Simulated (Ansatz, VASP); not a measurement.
## One calculation of LiCl, two programs

```
Li Cl
1.0
     3.60766    0.00000    0.00000
    -1.80383    3.12433    0.00000
     0.00000    0.00000    6.06264
Li Cl
2 2
Cartesian
  0.0000 0.0000 3.0313
  0.0000 0.0000 0.0000
  1.8038 1.0414 1.5157
  0.0000 2.0829 4.5470
```

Alike in both runs: functional PBE; k mesh 6 × 6 × 4; occupations gaussian, width 0.1 eV; no spin polarisation.

Ansatz relaxed the structure, and its values are those at the end. VASP's run is a single point on that final structure, the one shown.

|  | VASP | Ansatz |
| --- | --- | --- |
| version | VASP 6.6.1 | Ansatz 0.2.0 |
| potentials or method | VASP PAW PBE potentials, release 64 (Li_sv, Cl), cutoff 520 eV | scalar-relativistic, plane waves, PAW |
| valence electrons in the cell | 20 | 20 |

Ansatz gave:

```
gap on the k mesh at the Fermi level (eV) : 6.22
least direct gap on the mesh (eV)         : 6.22
```

Q: Which values does VASP return?

A: gap on the k mesh at the Fermi level (eV): 6.23; least direct gap on the mesh (eV): 6.23.

With one functional, cell and mesh, what is left measures potentials, basis and numerics.

Noted on VASP's run: the cutoff is short for stress, so the pressure is rough.
